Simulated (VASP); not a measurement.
Here is a VASP 6.6.1 calculation.

Contents of INCAR:

```
ALGO     = Normal         # electronic algorithm
EDIFF    = 1E-6           # SCF threshold, eV
ENCUT    = 520            # plane-wave cutoff, eV
GGA      = PE             # functional
ISIF     = 2              # what is computed and relaxed
ISMEAR   = -1             # smearing method
LASPH    = True           # aspherical terms in the spheres
LCHARG   = False          # write CHGCAR
LREAL    = False          # projectors in reciprocal space
LWAVE    = False          # write WAVECAR
NBANDS   = 17             # bands
NELM     = 60             # most SCF steps
PREC     = Accurate       # precision mode
SIGMA    = 0.05           # smearing width, eV
```

File KPOINTS:

```
k-points
0
Gamma
  13 13 7
```

POSCAR

```
Hf
1.0
    3.2387651710      0.0000000000      0.0000000000
   -1.6193825855      2.8048529150      0.0000000000
    0.0000000000      0.0000000000      5.1243576326
Hf
2
Direct
    0.3333333333      0.6666666667      0.2500000000
    0.6666666667      0.3333333333      0.7500000000
```

Potentials or basis: VASP PAW PBE potentials, release 64 (Hf_pv).

Launch:

```bash
$ cat potpaw_PBE.64/Hf_pv/POTCAR > POTCAR
$ mpirun -np 1 vasp_std > vasp.out
```

**Question.** Estimate the pressure.

**Answer.** -3.7 GPa.

**Question.** What does it give for the band gap on the k mesh?

**Answer.** Zero (band 10 reaches 5.82 eV, above the bottom of band 11 at 4.24 eV).

Stress tensor (GPa, compression positive):
```
-3.57  0.00  0.00
 0.00 -3.57  0.00
 0.00  0.00 -3.94
```

Caveat: spin-orbit coupling is left out, which moves the levels of the heavy elements.
